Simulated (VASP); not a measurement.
Input of a VASP 6.6.1 run:

INCAR

```
  PREC = Accurate
  ENCUT = 500
  EDIFF = 1E-6
  ISMEAR = -1
  SIGMA = 0.1
  LREAL = F
  LASPH = T
  NELM = 120
  ALGO = Normal
  ISIF = 2
  LWAVE = F
  LCHARG = F
  GGA = PS
  NBANDS = 13
  GGA_COMPAT = F
```

KPOINTS

```
regular mesh
0
Gamma
  7 7 7
```

Contents of POSCAR:

```
Sn
1.0
    0.0000000000      3.0830250000      3.0830250000
    3.0830250000      0.0000000000      3.0830250000
    3.0830250000      3.0830250000      0.0000000000
Sn
1
Direct
    0.0000000000      0.0000000000      0.0000000000
```

Potentials or basis: VASP PAW PBE potentials, release 64 (Sn_d).

Launch:

```sh
$ cat potpaw_PBE.64/Sn_d/POTCAR > POTCAR
$ mpirun -np 1 vasp_std > vasp.out
```

What does it give for the pressure?

-7.1 GPa.

Estimate the band gap on the k mesh.

zero (band 7 reaches 4.47 eV, above the bottom of band 8 at 0.99 eV).

Caveat: the PAW data sets were made with another functional, which shifts forces and pressure a little; spin-orbit coupling is left out, which moves the levels of the heavy elements.
